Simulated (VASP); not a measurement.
Wanted: the native input for a VASP 6.6.1 run.

| Property | Result |
| --- | --- |
| Task | single point |
| Functional | r2SCAN |
| Dispersion | D3(BJ) |
| Potentials or basis | VASP PAW PBE potentials, release 64 (Al, As) |
| Cutoff | 550 eV |
| k mesh | 8 × 8 × 8 |
| Occupations | gaussian, width 0.05 eV |
| Spin | no spin polarisation |
| Dipole correction | no |
| Further INCAR settings | ALGO = Normal; EDIFF = 1e-06; NBANDS = 11 |

The system is AlAs.

```
CELL_PARAMETERS angstrom
0.00000 2.80983 2.80983
2.80983 0.00000 2.80983
2.80983 2.80983 0.00000
ATOMIC_POSITIONS crystal
Al 0.00000 0.00000 0.00000
As 0.75000 0.75000 0.75000
```

The input as run:

POSCAR

```
AlAs
1.0
    0.0000000000      2.8098294002      2.8098294002
    2.8098294002      0.0000000000      2.8098294002
    2.8098294002      2.8098294002      0.0000000000
Al As
1 1
Direct
    0.0000000000      0.0000000000      0.0000000000
    0.7500000000      0.7500000000      0.7500000000
```

INCAR.step1

```
SYSTEM = AlAs
PREC = Accurate
ENCUT = 550
ISMEAR = 0
SIGMA = 0.05
LREAL = .FALSE.
LASPH = .TRUE.
NELM = 120
NBANDS = 11
GGA = PE
ALGO = Normal
EDIFF = 1E-5
LWAVE = .TRUE.
LCHARG = .FALSE.
GGA_COMPAT = .FALSE.
```

INCAR.step2

```
SYSTEM = AlAs
PREC = Accurate
ENCUT = 550
EDIFF = 1E-6
ISMEAR = 0
SIGMA = 0.05
LREAL = .FALSE.
LASPH = .TRUE.
NELM = 120
ALGO = Normal
ISIF = 2
LWAVE = .FALSE.
LCHARG = .FALSE.
METAGGA = R2SCAN
LMIXTAU = .TRUE.
IVDW = 12
VDW_S6 = 1.0
VDW_S8 = 0.78981345
VDW_A1 = 0.49484001
VDW_A2 = 5.73083694
NBANDS = 11
ISTART = 1
GGA_COMPAT = .FALSE.
```

KPOINTS

```
regular mesh
0
G
  8 8 8
  0 0 0
```

Potentials or basis: VASP PAW PBE potentials, release 64 (Al, As).

The run is started by

```console
$ cat potpaw_PBE.64/Al/POTCAR potpaw_PBE.64/As/POTCAR > POTCAR
$ cp INCAR.step1 INCAR
$ mpirun -np 1 vasp_std > vasp.out
$ cp INCAR.step2 INCAR
$ mpirun -np 1 vasp_std > vasp.out
```

Results of the run:

```
Pressure                   : 1.4 GPa
Band gap on the k mesh     : 1.76 eV (least direct gap 2.90 eV)
Dispersion energy per atom : -0.152 eV
```

Caveat: three body term missing; the PAW data sets were made with another functional, which shifts forces and pressure a little.

Run time: 64 s on 1 thread of Intel(R) Xeon(R) 6975P-C (Granite Rapids) (shared host), peak memory 0.18 GiB.
